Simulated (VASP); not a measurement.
Runs of VASP 6.6.1 on Mo. The structure is that of space group I4/mmm (No. 139), or close to it. The cells are those of the table. 

```csv
cell,further INCAR settings,gap on the mesh (eV),pressure (GPa)
"a = 2.633 Å, angles 106.8, 106.8, 115.1°, 1 atom",ALGO = Fast; EDIFF = 1e-07; NBANDS = 13,none,(b)
"a = 2.655 Å, angles 107.4, 107.4, 113.6°, 1 atom",ALGO = Fast; EDIFF = 1e-06; NBANDS = 13,none,32.0
"a = 2.815 Å, angles 112.1, 112.1, 104.2°, 1 atom",ALGO = Fast; EDIFF = 1e-06; NBANDS = 13,none,-15.6
"a = 2.803 Å, angles 111.8, 111.8, 104.9°, 1 atom",ALGO = Fast; EDIFF = 1e-06; NBANDS = 13,none,(a)
"a = 2.791 Å, angles 111.5, 111.5, 105.5°, 1 atom",ALGO = Fast; EDIFF = 1e-06; NBANDS = 13,none,-11.5
```

Alike in all rows: task single point; level PBE; potentials or basis VASP PAW PBE potentials, release 64 (Mo_sv); no spin polarisation; k mesh 22 × 22 × 22; cutoff (eV) 520; smearing gaussian 0.15 eV.

Task: Estimate the missing entries.

Result: (a) -13.6; (b) 43.7.

A k mesh can miss the band edges, and the runs leave out spin-orbit coupling on Mo.

A gap of «none» marks levels without a gap at the run's occupations.
